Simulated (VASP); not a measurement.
# Au (Pm-3m) in VASP: notebook, part 2 of 3

VASP 6.6.1.

## Step 4: Single point, r2SCAN (volume scaled by 0.96)

The input, POSCAR:

```
Au
1.0
    2.6828840546      0.0000000000      0.0000000000
    0.0000000000      2.6828840546      0.0000000000
    0.0000000000      0.0000000000      2.6828840546
Au
1
Direct
    0.0000000000      0.0000000000      0.0000000000
```

The input, INCAR.step1:

```
PREC = Accurate
ENCUT = 520
ISMEAR = -1
SIGMA = 0.1
LREAL = False
LASPH = True
NELM = 100
NBANDS = 12
GGA = PE
ALGO = Normal
EDIFF = 1E-4
LWAVE = True
LCHARG = False
```

The input, INCAR.step2:

```
PREC = Accurate
ENCUT = 520
EDIFF = 1E-7
ISMEAR = -1
SIGMA = 0.1
LREAL = False
LASPH = True
NELM = 100
ALGO = Normal
ISIF = 2
LWAVE = False
LCHARG = False
METAGGA = R2SCAN
LMIXTAU = True
NBANDS = 12
ISTART = 1
```

The input, KPOINTS:

```
Automatic mesh
0
Gamma
  13 13 13
```

Potentials or basis: VASP PAW PBE potentials, release 64 (Au).

Started as:

```console
> cat potpaw_PBE.64/Au/POTCAR > POTCAR
> cp INCAR.step1 INCAR
> mpirun -np 1 vasp_std > vasp.out
> cp INCAR.step2 INCAR
> mpirun -np 1 vasp_std > vasp.out
```

OUTCAR:

```text
PREC = Accurate
   ENCUT = 520
   EDIFF = 1E-7
   ISMEAR = -1
   LREAL = False
   LASPH = True
   NELM = 100
   ISIF = 2
   METAGGA = R2SCAN
   ISTART = 1

 ion  position               nearest neighbor table
   1  0.000  0.000  0.000-

  LATTYP: Found a simple cubic cell.
 ALAT       =     2.6828840546

  Lattice vectors:

 A1 = (   2.6828840546,   0.0000000000,   0.0000000000)
 A2 = (   0.0000000000,   2.6828840546,   0.0000000000)
 A3 = (   0.0000000000,   0.0000000000,   2.6828840546)

Analysis of symmetry for initial positions (statically):
=====================================================================
 Subroutine PRICEL returns:
 Original cell was already a primitive cell.

 Routine SETGRP: Setting up the symmetry group for a
 simple cubic supercell.

 Subroutine GETGRP returns: Found 48 space group operations
[... 9 lines left out ...]

 Routine SETGRP: Setting up the symmetry group for a
 simple cubic supercell.

 Subroutine GETGRP returns: Found 48 space group operations
[... 11 lines left out ...]
                                     Primitive cell

  volume of cell :      19.3110

  direct lattice vectors                    reciprocal lattice vectors
     2.682884055  0.000000000  0.000000000     0.372733215  0.000000000  0.000000000
     0.000000000  2.682884055  0.000000000     0.000000000  0.372733215  0.000000000
     0.000000000  0.000000000  2.682884055     0.000000000  0.000000000  0.372733215

  length of vectors
     2.682884055  2.682884055  2.682884055     0.372733215  0.372733215  0.372733215

  position of ions in fractional coordinates (direct lattice)
     0.000000000  0.000000000  0.000000000

  ion indices of the primitive-cell ions
   primitive index   ion index
                 1           1

----------------------------------------------------------------------------------------

 KPOINTS: Automatic mesh

Automatic generation of k-mesh.
 Grid dimensions read from file:
 generate k-points for:   13   13   13

 Generating k-lattice:

  Cartesian coordinates                     Fractional coordinates (reciprocal lattice)
     0.028671786  0.000000000  0.000000000     0.076923077  0.000000000  0.000000000
     0.000000000  0.028671786  0.000000000     0.000000000  0.076923077  0.000000000
     0.000000000  0.000000000  0.028671786     0.000000000  0.000000000  0.076923077

  Length of vectors
     0.028671786  0.028671786  0.028671786

  Shift w.r.t. Gamma in fractional coordinates (k-lattice)
     0.000000000  0.000000000  0.000000000

 Subroutine IBZKPT returns following result:
 ===========================================

 Found     84 irreducible k-points:

 Following reciprocal coordinates:
            Coordinates               Weight
  0.000000  0.000000  0.000000      1.000000
  0.076923  0.000000  0.000000      6.000000
  0.153846  0.000000  0.000000      6.000000
  0.230769  0.000000  0.000000      6.000000
  0.307692  0.000000  0.000000      6.000000
  0.384615  0.000000  0.000000      6.000000
[... 16 lines left out ...]
  0.307692  0.307692  0.000000     12.000000
  0.384615  0.307692  0.000000     24.000000
 [... further k-points ...]
   k-points           NKPTS =     84   k-points in BZ     NKDIM =     84   number of bands    NBANDS=     12
   number of dos      NEDOS =    301   number of ions     NIONS =      1
   total plane-waves  NPLWV =   8000
   dimension x,y,z NGX =    20 NGY =   20 NGZ =   20
   dimension x,y,z NGXF=    40 NGYF=   40 NGZF=   40
   ions per type =               1
   NGX,Y,Z   is equivalent  to a cutoff of  12.39, 12.39, 12.39 a.u.
   NGXF,Y,Z  is equivalent  to a cutoff of  24.79, 24.79, 24.79 a.u.
 SYSTEM =  unknown system
   PREC   = accura    normal or accurate (medium, high low for compatibility)
   ISTART =      1    job   : 0-new  1-cont  2-samecut
   ICHARG =      0    charge: 1-file 2-atom 10-const
   ISPIN  =      1    spin polarized calculation?
   LNONCOLLINEAR =      F non collinear calculations
   LSORBIT =      F    spin-orbit coupling
   LASPH  =      T    aspherical Exc in radial PAW
   ENCUT  =  520.0 eV  38.22 Ry    6.18 a.u.   4.99  4.99  4.99*2*pi/ulx,y,z
   NELM   =    100;   NELMIN=  2; NELMDL=  0     # of ELM steps
   EDIFF  = 0.1E-06   stopping-criterion for ELM
   LREAL  =      F    real-space projection
   EDIFFG = 0.1E-05   stopping-criterion for IOM
   NSW    =      0    number of steps for IOM
   IBRION =     -1    ionic relax: 0-MD 1-quasi-New 2-CG
   NFREE  =      0    steps in history (QN), initial steepest desc. (CG)
   ISIF   =      2    stress and relaxation
   ISYM   =      2    0-nonsym 1-usesym 2-fastsym
   POTIM  = 0.5000    time-step for ionic-motion
   TEBEG  =    0.0;   TEEND  =   0.0 temperature during run
   PSTRESS=    0.0 pullay stress
   NELECT =      11.0000    total number of electrons
   NUPDOWN=      -1.0000    fix difference up-down
   EMIN   =  10.00;   EMAX   =-10.00  energy-range for DOS
   EFERMI =   0.00;   METHOD = LEGACY
   ISMEAR =    -1;   SIGMA  =   0.10  broadening in eV -4-tet -1-fermi 0-gaus
   EFERMI_NEDOS =   21; number of points for ismear=-14 and -15
   IALGO  =     38    algorithm
   IMIX   =      4    mixing-type and parameters
     AMIX     =   0.40;   BMIX     =  1.00
     AMIX_MAG =   1.60;   BMIX_MAG =  1.00
  volume/ion in A,a.u.               =      19.31       130.32
  Fermi-wavevector in a.u.,A,eV,Ry     =   1.357075  2.564500 25.057201  1.841652
  Thomas-Fermi vector in A             =   2.484024
   LORBIT       =      0    0 simple, 1 ext, 2 COOP (PROOUT), +10 PAW based schemes
   METAGGA = R2SCAN    functional components
   LHFCALC =     F    Hartree Fock is set to
   AEXX    =    0.0000 exact exchange contribution
   IVDW    =     0    specifies the selected vdW correction
   LEPSILON=     F    determine dielectric tensor
   LRPA    =     F    only Hartree local field effects (RPA)
 non-spin polarized calculation
  energy-cutoff  :      520.00
  volume of cell :       19.31
 maximum number of plane-waves:       531
 NGX is ok and might be reduce to    20
   NGX =  9   NGY =  9   NGZ =  9

 number of electron      11.0000002 magnetization

 Free energy of the ion-electron system (eV)
  ---------------------------------------------------
  ext. energy  EPLUGINS =         0.00000000
  ---------------------------------------------------
  free energy    TOTEN  =       -50.40164065 eV

  energy without entropy =      -50.39215394  energy(sigma->0) =      -50.39689729

 E-fermi :   7.0318     XC(G=0): -12.6348

 val. band max:        6.9185822140   @ k =   0.4615   0.0769   0.0769
 cond. band min:       7.2346151997   @ k =   0.3846   0.2308   0.2308
 fundamental gap:      0.3160329857
 Fermi energy:         7.0318097566

 k-point     1 :       0.0000    0.0000    0.0000
  band No.  band energies     occupation
      1      -1.4564      2.00000
      2       0.6833      2.00000
      3       0.6833      2.00000
      4       5.4793      2.00000
      5       5.4793      2.00000
      6       5.4793      2.00000
      7      21.9532      0.00000
      8      21.9532      0.00000
      9      21.9532      0.00000
     10      27.3478      0.00000
     11      29.9796      0.00000
     12      29.9796      0.00000

 k-point     2 :       0.0769    0.0000    0.0000
  band No.  band energies     occupation
      1      -1.2991      2.00000
      2       0.7080      2.00000
      3       0.8144      2.00000
      4       5.3679      2.00000
      5       5.3679      2.00000
      6       5.4883      2.00000
      7      20.7480      0.00000
      8      22.2157      0.00000
      9      22.2157      0.00000
     10      27.9984      0.00000
     11      29.3859      0.00000
     12      30.7354      0.00000

 k-point     3 :       0.1538    0.0000    0.0000
  band No.  band energies     occupation
      1      -0.8813      2.00000
      2       0.7769      2.00000
      3       1.2394      2.00000
      4       5.0716      2.00000
      5       5.0716      2.00000
      6       5.5132      2.00000
      7      18.4697      0.00000
      8      22.9543      0.00000
      9      22.9543      0.00000
     10      28.1306      0.00000
     11      28.4301      0.00000
     12      33.1287      0.00000
[... 286 lines left out ...]
 k-point    23 :       0.3077    0.3077    0.0000
  band No.  band energies     occupation
      1       1.0701      2.00000
      2       1.9059      2.00000
      3       3.7808      2.00000
      4       4.4203      2.00000
      5       4.5231      2.00000
      6       5.1460      2.00000
      7      15.2173      0.00000
      8      17.3026      0.00000
      9      24.7106      0.00000
     10      28.6417      0.00000
     11      28.9736      0.00000
     12      31.6145      0.00000

 k-point    24 :       0.3846    0.3077    0.0000
  band No.  band energies     occupation
      1       1.2301      2.00000
      2       1.6257      2.00000
      3       4.1808      2.00000
      4       4.2119      2.00000
      5       4.5276      2.00000
      6       6.6806      1.94207
      7      13.3236      0.00000
      8      17.8940      0.00000
      9      23.1243      0.00000
     10      28.0468      0.00000
     11      30.2907      0.00000
     12      31.2174      0.00000

 [... further k-points ...]
[... 5 lines left out ...]
  --------------------------------------------------------------------------------------
  -------------------------------------------------------------------------------------
  Total        0.7203241      0.7203241      0.7203241      0.0000000     -0.0000000      0.0000000
  in kB       59.7630554     59.7630554     59.7630554      0.0000000     -0.0000000      0.0000000
  external PRESSURE =      59.7630554 kB  Pullay stress =       0.0000000 kB

 VOLUME and BASIS-vectors are now :
 -----------------------------------------------------------------------------
  energy-cutoff  :      520.00
  volume of cell :       19.31
      direct lattice vectors                 reciprocal lattice vectors
     2.682884055  0.000000000  0.000000000     0.372733215  0.000000000  0.000000000
     0.000000000  2.682884055  0.000000000     0.000000000  0.372733215  0.000000000
     0.000000000  0.000000000  2.682884055     0.000000000  0.000000000  0.372733215

 POSITION                                       TOTAL-FORCE (eV/Angst)
 -----------------------------------------------------------------------------------
      0.00000      0.00000      0.00000         0.000000      0.000000      0.000000
 -----------------------------------------------------------------------------------
    total drift:                               -0.000000      0.000000      0.000000

  FREE ENERGIE OF THE ION-ELECTRON SYSTEM (eV)
  ---------------------------------------------------
  free  energy   TOTEN  =       -50.4016406505 eV

  energy  without entropy=      -50.3921539394  energy(sigma->0) =      -50.39689729
```

OSZICAR.step1:

```text
N       E                     dE             d eps       ncg     rms          rms(c)
DAV:   1     0.509791354657E+02    0.50979E+02   -0.55717E+03  2080   0.811E+02
DAV:   2    -0.254095660547E+01   -0.53520E+02   -0.51208E+02  2376   0.188E+02
DAV:   3    -0.328286103902E+01   -0.74190E+00   -0.74125E+00  2368   0.212E+01
DAV:   4    -0.328591769094E+01   -0.30567E-02   -0.30565E-02  2332   0.155E+00
DAV:   5    -0.328594612296E+01   -0.28432E-04   -0.28432E-04  2412   0.146E-01    0.783E+00
DAV:   6    -0.300426425734E+01    0.28168E+00   -0.86841E-01  2148   0.726E+00    0.538E+00
DAV:   7    -0.299276723720E+01    0.11497E-01   -0.20386E-02  2356   0.117E+00    0.290E+00
DAV:   8    -0.299000865778E+01    0.27586E-02   -0.10243E-03  2284   0.237E-01    0.104E-01
DAV:   9    -0.299000880365E+01   -0.14587E-06   -0.40659E-05  1268   0.502E-02
   1 F= -.29900088E+01 E0= -.29843397E+01  d E =-.113382E-01
```

Run time: 40 s. Hardware: 1 thread of Intel Xeon 6975P-C, shared host; peak memory 0.14 GiB.

What came out:

* Free energy: -50.4016 eV
* Pressure: 6.0 GPa

Caveat: the PAW data sets were made with another functional, which shifts forces and pressure a little; spin-orbit coupling is left out, which moves the levels of the heavy elements.

[end of part 2 of 3]
